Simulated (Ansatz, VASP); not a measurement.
**Two plane-wave programs on MgO**

```
Mg O
1.0
     0.00000    2.30616    2.30616
     2.30616    0.00000    2.30616
     2.30616    2.30616    0.00000
Mg O
1 1
Cartesian
  2.3062 2.3062 2.3062
  1.1531 1.1531 1.1531
```

Alike in both runs: functional PBE; k mesh 8 × 8 × 8; no spin polarisation.

Ansatz relaxed the structure, and its values are those at the end. VASP's run is a single point on that final structure, the one shown.

|  | VASP | Ansatz |
| --- | --- | --- |
| version | VASP 6.6.1 | Ansatz 0.2.0 |
| potentials or method | VASP PAW PBE potentials, release 64 (Mg, O), cutoff 520 eV | scalar-relativistic, plane waves, PAW |
| occupations | gaussian, width 0.01 eV | fixed |
| valence electrons in the cell | 8 | 16 |

Ansatz gave:

- gap on the k mesh at the Fermi level (eV): 3.48
- pressure (GPa): 0.0

Task: What did VASP give for the same quantities?

Result: gap on the k mesh at the Fermi level (eV): 3.46; pressure (GPa): -0.4.

VASP's potentials hold 8 valence electrons a cell and Ansatz's 16, so a difference there can come from the potentials and not from the codes.
